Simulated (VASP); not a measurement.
# CuO (C2/c) in VASP: further runs

Runs on CuO. Level: PBE+U. Tasks: single point.

Program: VASP 6.6.1. These are calculated values, not measurements. Logs are shortened: lines on timing, memory, paths and dates and some standing lists are left out, and cuts for length are marked.

**1. The cell of the first run**

It takes space group C2/c (No. 15, monoclinic). The conventional cell has a = 4.649 Å, b = 3.438 Å, c = 5.187 Å, α = 90.00°, β = 98.64°, γ = 90.00°. Within 2.6 Å of Cu (site symmetry -1) lie 4 O at 1.95 to 1.97 Å. O (site symmetry 2) has 6 Cu at 1.95 to 2.80 Å and 6 O at 2.66 to 2.89 Å within 2.9 Å.

**2. Single point, PBE+U, collinear spin**

Input file INCAR:

```
ALGO = Normal
EDIFF = 1E-7
ENCUT = 520
GGA = PE
ISIF = 2
ISMEAR = -1
ISPIN = 2
LASPH = T
LCHARG = F
LDAU = T
LDAUJ = 0 0
LDAUL = 2 -1
LDAUPRINT = 1
LDAUTYPE = 2
LDAUU = 4 0
LMAXMIX = 4
LORBIT = 11
LREAL = F
LWAVE = F
MAGMOM = 1 1 0 0
NBANDS = 29
NELM = 150
PREC = Accurate
SIGMA = 0.1
```

Input file KPOINTS:

```
k-points
0
Gamma
  7 7 4
```

Input file POSCAR:

```
CuO
1.0
    2.3245000000     -1.7191000000      0.0000000000
    2.3245000000      1.7191000000      0.0000000000
   -0.7792200000      0.0000000000      5.1281400000
Cu O
2 2
Direct
    0.0000000000      0.5000000000      0.0000000000
    0.5000000000      0.0000000000      0.5000000000
    0.5830000000      0.4170000000      0.2500000000
    0.4170000000      0.5830000000      0.7500000000
```

Potentials or basis: VASP PAW PBE potentials, release 64 (Cu, O).

Run with:

```
$ cat potpaw_PBE.64/Cu/POTCAR potpaw_PBE.64/O/POTCAR > POTCAR
$ mpirun -np 1 vasp_std > vasp.out
```

OUTCAR:

```text
EDIFF = 1E-7
   ENCUT = 520
   GGA = PE
   ISIF = 2
   ISMEAR = -1
   ISPIN = 2
   LASPH = T
   LORBIT = 11
   LREAL = F
   NELM = 150
   PREC = Accurate

 ion  position               nearest neighbor table
   1  0.000  0.500  0.000-   3 1.95   4 1.95   3 1.97   4 1.97
   2  0.500  0.000  0.500-   3 1.95   4 1.95   4 1.97   3 1.97
   3  0.583  0.417  0.250-   1 1.95   2 1.95   2 1.97   1 1.97
   4  0.417  0.583  0.750-   1 1.95   2 1.95   1 1.97   2 1.97

  LATTYP: Found a base centered monoclinic cell.
 ALAT       =     4.6490000000
 B/A-ratio  =     0.7395568940
 C/A-ratio  =     1.1157245304
 COS(beta)  =    -0.1502254671

  Lattice vectors:

 A1 = (   2.3245000000,  -1.7191000000,   0.0000000000)
 A2 = (   2.3245000000,   1.7191000000,   0.0000000000)
 A3 = (  -0.7792200000,   0.0000000000,   5.1281400000)

Analysis of symmetry for initial positions (statically):
=====================================================================
 Subroutine PRICEL returns:
 Original cell was already a primitive cell.

 Routine SETGRP: Setting up the symmetry group for a
 base centered monoclinic supercell.

 Subroutine GETGRP returns: Found  4 space group operations
 (whereof  2 operations were pure point group operations)
 out of a pool of  4 trial point group operations.

The static configuration has the point symmetry S_2 .
 The point group associated with its full space group is C_2h.

Analysis of symmetry for dynamics (positions and initial velocities):
=====================================================================
 Subroutine PRICEL returns:
 Original cell was already a primitive cell.

 Routine SETGRP: Setting up the symmetry group for a
 base centered monoclinic supercell.

 Subroutine GETGRP returns: Found  4 space group operations
 (whereof  2 operations were pure point group operations)
 out of a pool of  4 trial point group operations.

The dynamic configuration has the point symmetry S_2 .
 The point group associated with its full space group is C_2h.

Analysis of structural, dynamic, and magnetic symmetry:
=====================================================================
 Subroutine PRICEL returns:
 Original cell was already a primitive cell.

 Routine SETGRP: Setting up the symmetry group for a
 base centered monoclinic supercell.

 Subroutine GETGRP returns: Found  4 space group operations
 (whereof  2 operations were pure point group operations)
 out of a pool of  4 trial point group operations.

The overall configuration has the point symmetry S_2 .
 The point group associated with its full space group is C_2h.

 Subroutine INISYM returns: Found  4 space group operations
 (whereof  2 operations are pure point group operations),
 and found     1 'primitive' translations

----------------------------------------------------------------------------------------

                                     Primitive cell

[... 144 lines left out ...]
  0.0079 -0.0000  0.9741  0.0005 -0.0014
 -0.0063 -0.0225  0.0005  1.0029 -0.0099
  0.0016  0.0069 -0.0014 -0.0099  0.9763

spin component  2

  0.9496 -0.0373  0.0100  0.0448 -0.0147
 -0.0373  0.7947 -0.0002  0.2452 -0.0788
  0.0100 -0.0002  0.9693  0.0011 -0.0019
  0.0448  0.2452  0.0011  0.6154  0.1128
 -0.0147 -0.0788 -0.0019  0.1128  0.9292

 occupancies and eigenvectors

  o =  0.4011  v =  0.0000  0.0000  0.0000  0.0000  0.0000 -0.1086 -0.5515 -0.0007  0.7873 -0.2535      0.0000  0.0000  0.0000  0.0000  0.0000  0.0000  0.0000  0.0000  0.0000  0.0000
  o =  0.9493  v =  0.0000  0.0000  0.0000  0.0000  0.0000  0.8475  0.1740 -0.4462  0.2072 -0.0971      0.0000  0.0000  0.0000  0.0000  0.0000  0.0000  0.0000  0.0000  0.0000  0.0000
  o =  0.9585  v =  0.8578  0.1542 -0.4466  0.1915 -0.0659  0.0000  0.0000  0.0000  0.0000  0.0000      0.0000  0.0000  0.0000  0.0000  0.0000  0.0000  0.0000  0.0000  0.0000  0.0000
  o =  0.9653  v =  0.0000  0.0000  0.0000  0.0000  0.0000  0.0731  0.1045  0.1568  0.3748  0.9048      0.0000  0.0000  0.0000  0.0000  0.0000  0.0000  0.0000  0.0000  0.0000  0.0000
  o =  0.9671  v =  0.0000  0.0000  0.0000  0.0000  0.0000  0.1519 -0.7853 -0.2844 -0.4308  0.3061      0.0000  0.0000  0.0000  0.0000  0.0000  0.0000  0.0000  0.0000  0.0000  0.0000
  o =  0.9722  v = -0.0054  0.4933  0.3066  0.5487  0.6013  0.0000  0.0000  0.0000  0.0000  0.0000      0.0000  0.0000  0.0000  0.0000  0.0000  0.0000  0.0000  0.0000  0.0000  0.0000
  o =  0.9736  v =  0.1481 -0.6159 -0.1190 -0.1900  0.7406  0.0000  0.0000  0.0000  0.0000  0.0000      0.0000  0.0000  0.0000  0.0000  0.0000  0.0000  0.0000  0.0000  0.0000  0.0000
  o =  0.9753  v =  0.0000  0.0000  0.0000  0.0000  0.0000  0.4915 -0.1948  0.8339 -0.1058 -0.1178      0.0000  0.0000  0.0000  0.0000  0.0000  0.0000  0.0000  0.0000  0.0000  0.0000
  o =  0.9789  v =  0.4835 -0.1867  0.8321 -0.1271 -0.1508  0.0000  0.0000  0.0000  0.0000  0.0000      0.0000  0.0000  0.0000  0.0000  0.0000  0.0000  0.0000  0.0000  0.0000  0.0000
  o =  1.0231  v =  0.0918  0.5646 -0.0006 -0.7810  0.2506  0.0000  0.0000  0.0000  0.0000  0.0000      0.0000  0.0000  0.0000  0.0000  0.0000  0.0000  0.0000  0.0000  0.0000  0.0000

atom =   2  type =  1  l = 2

 onsite density matrix

spin component  1

  0.9642  0.0001 -0.0079  0.0063 -0.0016
  0.0001  0.9889  0.0000  0.0225 -0.0069
 -0.0079  0.0000  0.9741  0.0005 -0.0014
  0.0063  0.0225  0.0005  1.0029 -0.0099
 -0.0016 -0.0069 -0.0014 -0.0099  0.9763

spin component  2

  0.9496 -0.0373 -0.0100 -0.0448  0.0147
 -0.0373  0.7947  0.0002 -0.2452  0.0788
 -0.0100  0.0002  0.9693  0.0011 -0.0019
 -0.0448 -0.2452  0.0011  0.6154  0.1128
  0.0147  0.0788 -0.0019  0.1128  0.9292

 occupancies and eigenvectors

  o =  0.4011  v =  0.0000  0.0000  0.0000  0.0000  0.0000  0.1086  0.5515 -0.0007  0.7873 -0.2535      0.0000  0.0000  0.0000  0.0000  0.0000  0.0000  0.0000  0.0000  0.0000  0.0000
  o =  0.9493  v =  0.0000  0.0000  0.0000  0.0000  0.0000 -0.8475 -0.1740 -0.4462  0.2072 -0.0971      0.0000  0.0000  0.0000  0.0000  0.0000  0.0000  0.0000  0.0000  0.0000  0.0000
  o =  0.9585  v =  0.8578  0.1542  0.4466 -0.1915  0.0659  0.0000  0.0000  0.0000  0.0000  0.0000      0.0000  0.0000  0.0000  0.0000  0.0000  0.0000  0.0000  0.0000  0.0000  0.0000
  o =  0.9653  v =  0.0000  0.0000  0.0000  0.0000  0.0000 -0.0731 -0.1045  0.1568  0.3748  0.9048      0.0000  0.0000  0.0000  0.0000  0.0000  0.0000  0.0000  0.0000  0.0000  0.0000
  o =  0.9671  v =  0.0000  0.0000  0.0000  0.0000  0.0000 -0.1519  0.7853 -0.2844 -0.4308  0.3061      0.0000  0.0000  0.0000  0.0000  0.0000  0.0000  0.0000  0.0000  0.0000  0.0000
  o =  0.9722  v =  0.0054 -0.4933  0.3066  0.5487  0.6013  0.0000  0.0000  0.0000  0.0000  0.0000      0.0000  0.0000  0.0000  0.0000  0.0000  0.0000  0.0000  0.0000  0.0000  0.0000
  o =  0.9736  v = -0.1481  0.6159 -0.1190 -0.1900  0.7406  0.0000  0.0000  0.0000  0.0000  0.0000      0.0000  0.0000  0.0000  0.0000  0.0000  0.0000  0.0000  0.0000  0.0000  0.0000
  o =  0.9753  v =  0.0000  0.0000  0.0000  0.0000  0.0000 -0.4915  0.1948  0.8339 -0.1058 -0.1178      0.0000  0.0000  0.0000  0.0000  0.0000  0.0000  0.0000  0.0000  0.0000  0.0000
  o =  0.9789  v =  0.4835 -0.1867 -0.8321  0.1271  0.1508  0.0000  0.0000  0.0000  0.0000  0.0000      0.0000  0.0000  0.0000  0.0000  0.0000  0.0000  0.0000  0.0000  0.0000  0.0000
  o =  1.0231  v = -0.0918 -0.5646 -0.0006 -0.7810  0.2506  0.0000  0.0000  0.0000  0.0000  0.0000      0.0000  0.0000  0.0000  0.0000  0.0000  0.0000  0.0000  0.0000  0.0000  0.0000

 number of electron      33.9999993 magnetization       1.9528427

 Free energy of the ion-electron system (eV)
  ---------------------------------------------------
  ext. energy  EPLUGINS =         0.00000000
  ---------------------------------------------------
  free energy    TOTEN  =       -17.12964514 eV

  energy without entropy =      -17.11521088  energy(sigma->0) =      -17.12242801

 E-fermi :   5.2620     XC(G=0): -11.8018

 val. band max:        5.2468626103   @ k =  -0.4286   0.4286   0.0000
 cond. band min:       5.2644827106   @ k =   0.4286   0.4286   0.0000
 fundamental gap:      0.0176201003
 Fermi energy:         5.2620220225

 spin component 1

 k-point     1 :       0.0000    0.0000    0.0000
  band No.  band energies     occupation
      1     -14.2468      1.00000
      2     -12.9665      1.00000
      3      -2.9027      1.00000
      4      -1.7139      1.00000
      5      -1.3287      1.00000
      6       0.2776      1.00000
[... 1529 lines left out ...]
     28      23.9549      0.00000
     29      25.4373      0.00000

 [... further k-points ...]

------------------------ aborting loop because EDIFF is reached ----------------------------------------

  FORCE on cell =-STRESS in cart. coord.  units (eV):
  Direction    XX          YY          ZZ          XY          YZ          ZX
  --------------------------------------------------------------------------------------
  -------------------------------------------------------------------------------------
  Total        0.9864313      1.0148988      0.1940190      0.0000000      0.0000000     -0.1561159
  in kB       38.5617606     39.6746169      7.5846291      0.0000000      0.0000000     -6.1029108
  external PRESSURE =      28.6070022 kB  Pullay stress =       0.0000000 kB

 VOLUME and BASIS-vectors are now :
 -----------------------------------------------------------------------------
  energy-cutoff  :      520.00
  volume of cell :       40.98
      direct lattice vectors                 reciprocal lattice vectors
     2.324500000 -1.719100000  0.000000000     0.215100022 -0.290849863  0.032684412
     2.324500000  1.719100000  0.000000000     0.215100022  0.290849863  0.032684412
    -0.779220000  0.000000000  5.128140000     0.000000000  0.000000000  0.195002477

 POSITION                                       TOTAL-FORCE (eV/Angst)
 -----------------------------------------------------------------------------------
      1.16225      0.85955      0.00000         0.000000      0.000000      0.000000
      0.77264     -0.85955      2.56407         0.000000      0.000000      0.000000
      2.12969     -0.28537      1.28204         0.000000      0.237487      0.000000
      1.74009      0.28537      3.84611        -0.000000     -0.237487      0.000000
 -----------------------------------------------------------------------------------
    total drift:                                0.000000     -0.000000     -0.000000

  FREE ENERGIE OF THE ION-ELECTRON SYSTEM (eV)
  ---------------------------------------------------
  free  energy   TOTEN  =       -17.1296451375 eV

  energy  without entropy=      -17.1152108826  energy(sigma->0) =      -17.12242801

 total charge

# of ion       s       p       d       tot
------------------------------------------
    1        0.373   0.382   9.144   9.900
    2        0.373   0.382   9.144   9.900
    3        1.558   3.432   0.000   4.989
    4        1.558   3.432   0.000   4.989
--------------------------------------------------
tot          3.863   7.627  18.288  29.778

 magnetization (x)

# of ion       s       p       d       tot
------------------------------------------
    1       -0.003   0.003   0.648   0.648
    2       -0.003   0.003   0.648   0.648
    3        0.019   0.271   0.000   0.290
    4        0.019   0.271   0.000   0.290
--------------------------------------------------
tot          0.031   0.548   1.297   1.876
```

It took 4 min on 1 thread of Intel Xeon 8259CL, shared host; peak memory 0.24 GiB.

Results:

| Property | Result |
| --- | --- |
| Free energy | -17.1296 eV |
| Pressure | 2.9 GPa |
| Largest force | 0.237 eV/Å |
| Net moment | 1.95 μB per cell |
| Site moments | Cu +0.65; O +0.29 μB |
| Valence electrons inside the program's atomic spheres | Cu 9.90; O 4.99 |

Forces on the atoms (eV/Å):
```
Cu   0.000  0.000  0.000
Cu   0.000  0.000  0.000
O    0.000  0.237  0.000
O    0.000 -0.237  0.000
```

Stress tensor (GPa, compression positive):
```
 3.86  0.00 -0.61
 0.00  3.97  0.00
-0.61  0.00  0.76
```

Eigenvalues of the final occupation matrices:
| site | spin | trace | eigenvalues |
| --- | --- | --- | --- |
| site 1 d | 1 | 4.91 | 0.96 0.97 0.97 0.98 1.02 |
| site 1 d | 2 | 4.26 | 0.40 0.95 0.97 0.97 0.98 |
| site 2 d | 1 | 4.91 | 0.96 0.97 0.97 0.98 1.02 |
| site 2 d | 2 | 4.26 | 0.40 0.95 0.97 0.97 0.98 |

**3. Single point, PBE+U, collinear spin, ferromagnetic start**

Input file INCAR:

```
SYSTEM = CuO
PREC     = Accurate       ! precision mode
ENCUT    = 520            ! plane-wave cutoff, eV
EDIFF    = 1E-7           ! SCF threshold, eV
ISMEAR   = -1             ! smearing method
SIGMA    = 0.1            ! smearing width, eV
LREAL    = .False.        ! projectors in reciprocal space
LASPH    = .True.         ! aspherical terms in the spheres
NELM     = 150            ! most SCF steps
ALGO     = Normal         ! electronic algorithm
ISIF     = 2              ! what is computed and relaxed
LWAVE    = .False.        ! write WAVECAR
LCHARG   = .False.        ! write CHGCAR
ISPIN    = 2              ! spin polarisation
MAGMOM   = 0.63 0.63 0.32 0.32 ! initial moments
LORBIT   = 11             ! projections on sites
LMAXMIX  = 4              ! l up to which the mixer works
LDAU     = .True.         ! DFT+U
LDAUTYPE = 2            
LDAUL    = 2 -1           ! shell
LDAUU    = 4 0            ! U, eV
LDAUJ    = 0 0          
LDAUPRINT= 1            
GGA      = PE             ! functional
NBANDS   = 29             ! bands
```

Input file KPOINTS:

```
Automatic mesh
0
Gamma
  7 7 4
  0 0 0
```

POSCAR is that of step 2.

Potentials or basis: VASP PAW PBE potentials, release 64 (Cu, O).

Run with:

```
$ cat potpaw_PBE.64/Cu/POTCAR potpaw_PBE.64/O/POTCAR > POTCAR
$ mpirun -np 1 vasp_std > vasp.out
```

Run time: 4.3 min. Hardware: 1 thread of Intel Xeon 8259CL, shared host; peak memory 0.24 GiB.

It converged, with:

```yaml
Free_energy: -17.1296 eV
Pressure: 2.9 GPa
Largest_force: 0.238 eV/Å
Net_moment: 1.95 μB per cell
Site_moments: Cu +0.65; O +0.29 μB
Valence_electrons_inside_the_program's_atomic_spheres: Cu 9.90; O 4.99
```

Forces on the atoms (eV/Å):
```
Cu   0.000  0.000  0.000
Cu   0.000  0.000  0.000
O    0.000  0.238  0.000
O    0.000 -0.238  0.000
```

Stress tensor (GPa, compression positive):
```
 3.86  0.00 -0.61
 0.00  3.97  0.00
-0.61  0.00  0.76
```

Levels at points of the mesh, in eV from the Fermi level:
Spin up:
| k point | band 16 | band 17 | band 18 | band 19 | band 20 | band 21 |
| --- | --- | --- | --- | --- | --- | --- |
| (0.00, 0.00, 0.00) | -2.39 | -0.59 | -0.04 | 1.65 | 6.44 | 8.09 |
| (0.00, 0.00, 0.50) | -1.95 | -0.70 | -0.70 | 3.99 | 3.99 | 11.69 |
Spin down:
| k point | band 14 | band 15 | band 16 | band 17 | band 18 | band 19 |
| --- | --- | --- | --- | --- | --- | --- |
| (0.00, 0.00, 0.00) | -2.18 | -2.11 | -1.83 | 1.29 | 1.91 | 2.11 |
| (0.00, 0.00, 0.50) | -3.04 | -1.42 | -1.42 | 1.50 | 1.50 | 4.29 |

Eigenvalues of the final occupation matrices:
```csv
site,spin,trace,eigenvalues
site 1 d,1,4.91,0.96 0.97 0.97 0.98 1.02
site 1 d,2,4.26,0.40 0.95 0.97 0.97 0.98
site 2 d,1,4.91,0.96 0.97 0.97 0.98 1.02
site 2 d,2,4.26,0.40 0.95 0.97 0.97 0.98
```

The state reached can hang on the start; a lower one may exist.
